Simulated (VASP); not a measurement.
Set up this calculation in VASP 6.6.1, as the native input.

```
Task                   : relaxation of shape and atoms at fixed volume
Functional             : PBE
Dispersion             : D4
Potentials or basis    : VASP PAW PBE potentials, release 64 (Mg, C)
Cutoff                 : 600 eV
k mesh                 : 8 × 8 × 6
Occupations            : gaussian, width 0.05 eV
Spin                   : no spin polarisation
Dipole correction      : no
Further INCAR settings : ALGO = Normal; EDIFF = 1e-06; IBRION = 2; EDIFFG = -0.01; NSW = 60; ISIF = 4
```

The structure of Mg2C3 lies in POSCAR:

```
Mg2C3
1.0
    2.4087484498     -2.3437961213     -0.0031342735
    2.4087484498      2.3437961213     -0.0031342735
   -1.2298377224      0.0000000000      4.8799360990
Mg C
2 3
Direct
    0.8093522991      0.8093522991      0.1988168970
    0.1906477009      0.1906477009      0.8011831030
    0.3017283165      0.3017283165      0.2615576924
    0.6982716835      0.6982716835      0.7384423076
    0.5000000000      0.5000000000      0.5000000000
```

These files were run (other wordings do the same):

INCAR

```
PREC = Accurate
ENCUT = 600
EDIFF = 1E-6
ISMEAR = 0
SIGMA = 0.05
LREAL = False
LASPH = True
NELM = 80
ALGO = Normal
ISIF = 4
LWAVE = False
LCHARG = False
GGA = PE
IVDW = 13
IBRION = 2
NSW = 60
EDIFFG = -0.01
```

KPOINTS

```
Automatic mesh
0
Gamma
  8 8 6
```

Potentials or basis: VASP PAW PBE potentials, release 64 (Mg, C).

Command:

```sh
$ cat potpaw_PBE.64/Mg/POTCAR potpaw_PBE.64/C/POTCAR > POTCAR
$ mpirun -np 1 vasp_std > vasp.out
```

It gave:

```
Energy gained by relaxing    : 0.4 meV/atom
Ionic steps                  : 6
Pressure after relaxing      : -2.5 GPa
Largest force after relaxing : 0.005 eV/Å
Band gap on the k mesh       : 1.65 eV (least direct gap 2.32 eV)
Dispersion energy per atom   : -0.151 eV
```

Run time: 6.6 min on 1 thread of Intel Xeon 8259CL, with other jobs on the host, peak memory 0.25 GiB.
